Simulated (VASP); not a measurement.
Here is a VASP 6.6.1 calculation.

POSCAR

```
TiAl
1.0
    3.1790640000      0.0000000000      0.0000000000
    0.0000000000      3.1790640000      0.0000000000
    0.0000000000      0.0000000000      3.1790640000
Ti Al
1 1
Direct
    0.0000000000      0.0000000000      0.0000000000
    0.5000000000      0.5000000000      0.5000000000
```

The input INCAR.step1:

```
PREC = Accurate
ENCUT = 400
EDIFF = 1E-5
ISMEAR = -1
SIGMA = 0.01
LREAL = False
LASPH = True
NELM = 120
ALGO = Normal
ISIF = 2
LWAVE = True
LCHARG = False
GGA = PE
NBANDS = 14
GGA_COMPAT = False
```

INCAR.step2

```
PREC = Accurate
ENCUT = 400
EDIFF = 1E-6
ISMEAR = -1
SIGMA = 0.01
LREAL = False
LASPH = True
NELM = 120
ALGO = Normal
ISIF = 2
LWAVE = False
LCHARG = False
GGA = PE
LHFCALC = True
AEXX = 0.25
HFSCREEN = 0.3
PRECFOCK = Normal
ISTART = 1
NBANDS = 14
GGA_COMPAT = False
```

KPOINTS

```
Automatic mesh
0
Gamma
  6 6 6
```

Potentials or basis: VASP PAW PBE potentials, release 64 (Ti_sv, Al).

The run is started by

```sh
$ cat potpaw_PBE.64/Ti_sv/POTCAR potpaw_PBE.64/Al/POTCAR > POTCAR
$ cp INCAR.step1 INCAR
$ mpirun -np 1 vasp_std > vasp.out
$ cp INCAR.step2 INCAR
$ mpirun -np 1 vasp_std > vasp.out
```

**Question.** What does it give for the pressure?

**Answer.** -2.3 GPa.

**Question.** What does it give for the band gap on the k mesh?

**Answer.** Zero (an odd number of electrons rules out a gap without spin polarisation).

Caveat: the PAW data sets were made with another functional, which shifts forces and pressure a little.
